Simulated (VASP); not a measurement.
# Mg (P6_3/mmc) in VASP: notebook

The runs below take Mg through single point, with r2SCAN.

Program: VASP 6.6.1. These are calculated values, not measurements. Logs are shortened: lines on timing, memory, paths and dates and some standing lists are left out, and cuts for length are marked.

**1. The cell of the first run**

It takes space group P6_3/mmc (No. 194, hexagonal). The conventional cell has a = 3.137 Å, b = 3.137 Å, c = 10.196 Å, α = 90.00°, β = 90.00°, γ = 120.00°. Within 4.1 Å of Mg (site symmetry -3m) lie 12 Mg at 3.13 to 3.14 Å. Within 4.1 Å of Mg (site symmetry -6m2) lie 12 Mg at 3.13 to 3.14 Å.

**2. Single point, r2SCAN (volume scaled by 0.96)**

File POSCAR:

```
Mg
1.0
    3.1368348662      0.0000000000      0.0000000000
   -1.5684174331      2.7165786817      0.0000000000
    0.0000000000      0.0000000000     10.1960864233
Mg
4
Direct
    0.0000000000      0.0000000000      0.0000000000
    0.0000000000      1.0000000000      0.5000000000
    0.3333333333      0.6666666667      0.2500000000
    0.6666666667      0.3333333333      0.7500000000
```

File INCAR.step1:

```
PREC = Accurate
ENCUT = 520
ISMEAR = -1
SIGMA = 0.1
LREAL = F
LASPH = T
NELM = 100
NBANDS = 12
GGA = PE
ALGO = Normal
EDIFF = 1E-4
LWAVE = T
LCHARG = F
```

File INCAR.step2:

```
PREC = Accurate
ENCUT = 520
EDIFF = 1E-7
ISMEAR = -1
SIGMA = 0.1
LREAL = F
LASPH = T
NELM = 100
ALGO = Normal
ISIF = 2
LWAVE = F
LCHARG = F
METAGGA = R2SCAN
LMIXTAU = T
NBANDS = 12
ISTART = 1
```

File KPOINTS:

```
Automatic mesh
0
Gamma
  13 13 4
```

Potentials or basis: VASP PAW PBE potentials, release 64 (Mg).

Started as:

```bash
cat potpaw_PBE.64/Mg/POTCAR > POTCAR
cp INCAR.step1 INCAR
mpirun -np 1 vasp_std > vasp.out
cp INCAR.step2 INCAR
mpirun -np 1 vasp_std > vasp.out
```

OUTCAR:

```text
PREC = Accurate
   ENCUT = 520
   EDIFF = 1E-7
   ISMEAR = -1
   LREAL = F
   LASPH = T
   NELM = 100
   ISIF = 2
   METAGGA = R2SCAN
   ISTART = 1

 ion  position               nearest neighbor table
   1  0.000  0.000  0.000-   3 3.13   4 3.13   4 3.13   3 3.13   4 3.13   3 3.13
   2  0.000  0.000  0.500-   3 3.13   4 3.13   4 3.13   3 3.13   4 3.13   3 3.13
   3  0.333  0.667  0.250-   1 3.13   2 3.13   1 3.13   2 3.13   1 3.13   2 3.13
   4  0.667  0.333  0.750-   1 3.13   2 3.13   1 3.13   2 3.13   1 3.13   2 3.13

  LATTYP: Found a hexagonal cell.
 ALAT       =     3.1368348662
 C/A-ratio  =     3.2504377368

  Lattice vectors:

 A1 = (   3.1368348662,   0.0000000000,   0.0000000000)
 A2 = (  -1.5684174331,   2.7165786817,   0.0000000000)
 A3 = (   0.0000000000,   0.0000000000,  10.1960864233)

Analysis of symmetry for initial positions (statically):
=====================================================================
 Subroutine PRICEL returns:
 Original cell was already a primitive cell.

 Routine SETGRP: Setting up the symmetry group for a
 hexagonal supercell.

 Subroutine GETGRP returns: Found 24 space group operations
 (whereof 12 operations were pure point group operations)
 out of a pool of 24 trial point group operations.

The static configuration has the point symmetry D_3d.
 The point group associated with its full space group is D_6h.

Analysis of symmetry for dynamics (positions and initial velocities):
=====================================================================
 Subroutine PRICEL returns:
 Original cell was already a primitive cell.

 Routine SETGRP: Setting up the symmetry group for a
 hexagonal supercell.

 Subroutine GETGRP returns: Found 24 space group operations
 (whereof 12 operations were pure point group operations)
 out of a pool of 24 trial point group operations.

The dynamic configuration has the point symmetry D_3d.
 The point group associated with its full space group is D_6h.

 Subroutine INISYM returns: Found 24 space group operations
 (whereof 12 operations are pure point group operations),
 and found     1 'primitive' translations

----------------------------------------------------------------------------------------

                                     Primitive cell

  volume of cell :      86.8855

  direct lattice vectors                    reciprocal lattice vectors
     3.136834866  0.000000000  0.000000000     0.318792682  0.184055041  0.000000000
    -1.568417433  2.716578682  0.000000000     0.000000000  0.368110082  0.000000000
     0.000000000  0.000000000 10.196086423     0.000000000  0.000000000  0.098076846

  length of vectors
     3.136834866  3.136834866 10.196086423     0.368110082  0.368110082  0.098076846

  position of ions in fractional coordinates (direct lattice)
     0.000000000  0.000000000  0.000000000
     0.000000000  0.000000000  0.500000000
     0.333333333  0.666666667  0.250000000
     0.666666667  0.333333333  0.750000000

  ion indices of the primitive-cell ions
   primitive index   ion index
                 1           1
                 2           2
                 3           3
                 4           4

----------------------------------------------------------------------------------------

 KPOINTS: Automatic mesh

Automatic generation of k-mesh.
 Grid dimensions read from file:
 generate k-points for:   13   13    4

 Generating k-lattice:

  Cartesian coordinates                     Fractional coordinates (reciprocal lattice)
     0.024522514  0.014158080  0.000000000     0.076923077  0.000000000  0.000000000
     0.000000000  0.028316160  0.000000000     0.000000000  0.076923077  0.000000000
     0.000000000  0.000000000  0.024519212     0.000000000  0.000000000  0.250000000

  Length of vectors
     0.028316160  0.028316160  0.024519212

  Shift w.r.t. Gamma in fractional coordinates (k-lattice)
     0.000000000  0.000000000  0.000000000

 Subroutine IBZKPT returns following result:
 ===========================================

 Found     63 irreducible k-points:

 Following reciprocal coordinates:
            Coordinates               Weight
  0.000000  0.000000  0.000000      1.000000
  0.076923 -0.000000  0.000000      6.000000
  0.153846  0.000000  0.000000      6.000000
  0.230769 -0.000000  0.000000      6.000000
  0.307692  0.000000  0.000000      6.000000
  0.384615 -0.000000  0.000000      6.000000
[... 16 lines left out ...]
  0.076923 -0.000000  0.250000     12.000000
  0.153846  0.000000  0.250000     12.000000
 [... further k-points ...]
   k-points           NKPTS =     63   k-points in BZ     NKDIM =     63   number of bands    NBANDS=     12
   number of dos      NEDOS =    301   number of ions     NIONS =      4
   total plane-waves  NPLWV =  46080
   dimension x,y,z NGX =    24 NGY =   24 NGZ =   80
   dimension x,y,z NGXF=    48 NGYF=   48 NGZF=  160
   ions per type =               4
   NGX,Y,Z   is equivalent  to a cutoff of  12.72, 12.72, 13.04 a.u.
   NGXF,Y,Z  is equivalent  to a cutoff of  25.44, 25.44, 26.09 a.u.
 SYSTEM =  unknown system
   PREC   = accura    normal or accurate (medium, high low for compatibility)
   ISTART =      1    job   : 0-new  1-cont  2-samecut
   ICHARG =      0    charge: 1-file 2-atom 10-const
   ISPIN  =      1    spin polarized calculation?
   LNONCOLLINEAR =      F non collinear calculations
   LSORBIT =      F    spin-orbit coupling
   LASPH  =      T    aspherical Exc in radial PAW
   ENCUT  =  520.0 eV  38.22 Ry    6.18 a.u.   5.83  5.83 18.96*2*pi/ulx,y,z
   NELM   =    100;   NELMIN=  2; NELMDL=  0     # of ELM steps
   EDIFF  = 0.1E-06   stopping-criterion for ELM
   LREAL  =      F    real-space projection
   EDIFFG = 0.1E-05   stopping-criterion for IOM
   NSW    =      0    number of steps for IOM
   IBRION =     -1    ionic relax: 0-MD 1-quasi-New 2-CG
   NFREE  =      0    steps in history (QN), initial steepest desc. (CG)
   ISIF   =      2    stress and relaxation
   ISYM   =      2    0-nonsym 1-usesym 2-fastsym
   POTIM  = 0.5000    time-step for ionic-motion
   TEBEG  =    0.0;   TEEND  =   0.0 temperature during run
   PSTRESS=    0.0 pullay stress
   NELECT =       8.0000    total number of electrons
   NUPDOWN=      -1.0000    fix difference up-down
   EMIN   =  10.00;   EMAX   =-10.00  energy-range for DOS
   EFERMI =   0.00;   METHOD = LEGACY
   ISMEAR =    -1;   SIGMA  =   0.10  broadening in eV -4-tet -1-fermi 0-gaus
   EFERMI_NEDOS =   21; number of points for ismear=-14 and -15
   IALGO  =     38    algorithm
   IMIX   =      4    mixing-type and parameters
     AMIX     =   0.40;   BMIX     =  1.00
     AMIX_MAG =   1.60;   BMIX_MAG =  1.00
  volume/ion in A,a.u.               =      21.72       146.58
  Fermi-wavevector in a.u.,A,eV,Ry     =   0.739246  1.396972  7.435376  0.546485
  Thomas-Fermi vector in A             =   1.833363
   LORBIT       =      0    0 simple, 1 ext, 2 COOP (PROOUT), +10 PAW based schemes
   METAGGA = R2SCAN    functional components
   LHFCALC =     F    Hartree Fock is set to
   AEXX    =    0.0000 exact exchange contribution
   IVDW    =     0    specifies the selected vdW correction
   LEPSILON=     F    determine dielectric tensor
   LRPA    =     F    only Hartree local field effects (RPA)
 non-spin polarized calculation
  energy-cutoff  :      520.00
  volume of cell :       86.89
 maximum number of plane-waves:      2362
 NGX is ok and might be reduce to    24
   NGX = 11   NGY = 11   NGZ = 37

 number of electron       8.0000000 magnetization

 Free energy of the ion-electron system (eV)
  ---------------------------------------------------
  ext. energy  EPLUGINS =         0.00000000
  ---------------------------------------------------
  free energy    TOTEN  =       -16.55838315 eV

  energy without entropy =      -16.49568291  energy(sigma->0) =      -16.52703303

 E-fermi :   2.9889     XC(G=0):  -9.2214

 val. band max:        2.9654471946   @ k =   0.3846   0.1538   0.2500
 cond. band min:       3.0239765525   @ k =   0.3077   0.3077   0.5000
 fundamental gap:      0.0585293579
 Fermi energy:         2.9889117991

 k-point     1 :       0.0000    0.0000    0.0000
  band No.  band energies     occupation
      1      -4.6984      2.00000
      2      -3.1680      2.00000
      3      -3.1640      2.00000
      4       0.9331      2.00000
      5       1.7347      1.99999
      6       8.4741      0.00000
      7       8.4843      0.00000
      8      15.0222      0.00000
      9      15.0223      0.00000
     10      15.1688      0.00000
     11      15.1688      0.00000
     12      15.7941      0.00000

 k-point     2 :       0.0769   -0.0000    0.0000
  band No.  band energies     occupation
      1      -4.5697      2.00000
      2      -3.0414      2.00000
      3      -3.0374      2.00000
      4       1.0512      2.00000
      5       1.8567      1.99998
      6       8.5650      0.00000
      7       8.5824      0.00000
      8      12.8322      0.00000
      9      13.8567      0.00000
     10      13.8788      0.00000
     11      13.9787      0.00000
     12      14.9087      0.00000

 k-point     3 :       0.1538    0.0000    0.0000
  band No.  band energies     occupation
      1      -4.1846      2.00000
      2      -2.6627      2.00000
      3      -2.6587      2.00000
      4       1.4058      2.00000
      5       2.2174      1.99911
      6       8.7498      0.00000
      7       8.8420      0.00000
      8      10.3756      0.00000
      9      11.4394      0.00000
     10      11.5500      0.00000
     11      12.7982      0.00000
     12      13.5785      0.00000

 k-point     4 :       0.2308   -0.0000    0.0000
  band No.  band energies     occupation
      1      -3.5464      2.00000
      2      -2.0351      2.00000
      3      -2.0312      2.00000
      4       1.9973      1.99990
      5       2.7946      1.74943
      6       7.6075      0.00000
      7       8.6217      0.00000
      8       8.9476      0.00000
      9       9.7377      0.00000
     10       9.9060      0.00000
     11      11.9481      0.00000
     12      12.1795      0.00000

 k-point     5 :       0.3077    0.0000    0.0000
  band No.  band energies     occupation
      1      -2.6603      2.00000
      2      -1.1646      2.00000
      3      -1.1608      2.00000
      4       2.8258      1.67266
      5       3.4765      0.01514
      6       5.5731      0.00000
      7       6.7078      0.00000
      8       6.8483      0.00000
      9      10.1826      0.00000
     10      10.2648      0.00000
     11      10.6222      0.00000
     12      10.7593      0.00000
[... 228 lines left out ...]
      1       1.2644      2.00000
      2       2.4723      1.98865
      3       2.5887      1.96410
      4       2.8311      1.65778
      5       2.8965      1.43195
      6       3.8404      0.00040
      7       4.2060      0.00001
      8       4.6303      0.00000
      9       5.2242      0.00000
     10       6.6534      0.00000
     11       8.1240      0.00000
     12       8.2808      0.00000

 k-point    22 :       0.0000    0.0000    0.2500
  band No.  band energies     occupation
      1      -4.6019      2.00000
      2      -3.8333      2.00000
      3      -2.3155      2.00000
      4      -0.1031      2.00000
      5       2.9368      1.25473
      6       6.4746      0.00000
      7      10.6154      0.00000
      8      15.0044      0.00000
      9      15.0800      0.00000
     10      15.0800      0.00000
     11      15.2067      0.00000
     12      15.2067      0.00000

 k-point    23 :       0.0769   -0.0000    0.2500
  band No.  band energies     occupation
      1      -4.4733      2.00000
      2      -3.7058      2.00000
      3      -2.1901      2.00000
      4       0.0186      2.00000
      5       3.0545      0.68355
      6       6.5810      0.00000
      7      10.6786      0.00000
      8      12.9158      0.00000
      9      13.4297      0.00000
     10      13.9331      0.00000
     11      14.4499      0.00000
     12      14.5389      0.00000

 k-point    24 :       0.1538    0.0000    0.2500
  band No.  band energies     occupation
      1      -4.0886      2.00000
      2      -3.3242      2.00000
      3      -1.8151      2.00000
      4       0.3827      2.00000
      5       3.4028      0.03139
      6       6.8834      0.00000
      7      10.1370      0.00000
      8      10.8498      0.00000
      9      11.2029      0.00000
     10      12.1860      0.00000
     11      12.8774      0.00000
     12      13.4101      0.00000

 [... further k-points ...]

------------------------ aborting loop because EDIFF is reached ----------------------------------------

  FORCE on cell =-STRESS in cart. coord.  units (eV):
  Direction    XX          YY          ZZ          XY          YZ          ZX
  --------------------------------------------------------------------------------------
  -------------------------------------------------------------------------------------
  Total        0.8624029      0.8624029      0.7575297      0.0000000     -0.0000000      0.0000000
  in kB       15.9027898     15.9027898     13.9689187      0.0000000     -0.0000000      0.0000000
  external PRESSURE =      15.2581661 kB  Pullay stress =       0.0000000 kB

 VOLUME and BASIS-vectors are now :
 -----------------------------------------------------------------------------
  energy-cutoff  :      520.00
  volume of cell :       86.89
      direct lattice vectors                 reciprocal lattice vectors
     3.136834866  0.000000000  0.000000000     0.318792682  0.184055041  0.000000000
    -1.568417433  2.716578682  0.000000000     0.000000000  0.368110082  0.000000000
     0.000000000  0.000000000 10.196086423     0.000000000  0.000000000  0.098076846

 POSITION                                       TOTAL-FORCE (eV/Angst)
 -----------------------------------------------------------------------------------
      0.00000      0.00000      0.00000         0.000000     -0.000000     -0.000000
      0.00000      0.00000      5.09804        -0.000000     -0.000000     -0.000000
     -0.00000      1.81105      2.54902         0.000000      0.000000      0.000000
      1.56842      0.90553      7.64706        -0.000000     -0.000000     -0.000000
 -----------------------------------------------------------------------------------
    total drift:                               -0.000000      0.000000     -0.000000

  FREE ENERGIE OF THE ION-ELECTRON SYSTEM (eV)
  ---------------------------------------------------
  free  energy   TOTEN  =       -16.5583831483 eV

  energy  without entropy=      -16.4956829075  energy(sigma->0) =      -16.52703303
```

Wall time 2.4 min (1 thread of AMD EPYC 9R45 (Zen 5), shared host); peak memory 0.21 GiB.

What came out:

- Free energy: -16.5584 eV
- Pressure: 1.5 GPa
- Band gap on the k mesh: zero (band 4 reaches 4.12 eV, above the bottom of band 5 at 1.73 eV)

Levels at points of the mesh, in eV from the Fermi level:
```tsv
k point	band 2	band 3	band 4	band 5	band 6	band 7
(0.00, 0.00, 0.00)	-6.16	-6.15	-2.06	-1.25	5.49	5.50
(0.00, 0.00, 0.50)	-7.30	-4.28	-4.28	1.63	1.63	9.85
```

Caveat: the PAW data sets were made with another functional, which shifts forces and pressure a little.

(Part 1 of 2 ends here.)
